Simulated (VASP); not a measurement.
Wanted: the native input for a VASP 6.6.1 run.

| Item | Value |
| --- | --- |
| Task | single point |
| Functional | PBE |
| Potentials or basis | VASP PAW PBE potentials, release 64 (Zn, Cu) |
| Cutoff | 520 eV |
| k mesh | 16 × 16 × 16 |
| Occupations | gaussian, width 0.15 eV |
| Spin | no spin polarisation |
| Dipole correction | no |
| Further INCAR settings | ALGO = Fast; EDIFF = 1e-07; NBANDS = 18 |

The structure of ZnCu lies in POSCAR:

```
ZnCu
1.0
    2.9758829739      0.2028044743      0.2028044743
    0.2028044743      2.9758829739      0.2028044743
    0.2028044743      0.2028044743      2.9758829739
Zn Cu
1 1
Direct
    0.5000000000      0.5000000000      0.5000000000
    0.0000000000      0.0000000000      0.0000000000
```

These files were run (other wordings do the same):

INCAR

```
SYSTEM = ZnCu
PREC     = Accurate       ! precision mode
ENCUT    = 520            ! plane-wave cutoff, eV
EDIFF    = 1E-7           ! SCF threshold, eV
ISMEAR   = 0              ! smearing method
SIGMA    = 0.15           ! smearing width, eV
LREAL    = .False.        ! projectors in reciprocal space
LASPH    = .True.         ! aspherical terms in the spheres
NELM     = 100            ! most SCF steps
ALGO     = Fast           ! electronic algorithm
ISIF     = 2              ! what is computed and relaxed
LWAVE    = .False.        ! write WAVECAR
LCHARG   = .False.        ! write CHGCAR
GGA      = PE             ! functional
NBANDS   = 18             ! bands
```

KPOINTS

```
regular mesh
0
Gamma
  16 16 16
  0 0 0
```

Potentials or basis: VASP PAW PBE potentials, release 64 (Zn, Cu).

Run with:

```console
$ cat potpaw_PBE.64/Zn/POTCAR potpaw_PBE.64/Cu/POTCAR > POTCAR
$ mpirun -np 1 vasp_std > vasp.out
```

Results of the run:

```
Pressure               : 5.3 GPa
Band gap on the k mesh : zero (an odd number of electrons rules out a gap without spin polarisation)
```

Caveat: the cell stands under pressure.

Run time: 2.1 min on 1 thread of Oxide Virtual Turin-like Processor, on a shared host, peak memory 0.28 GiB.
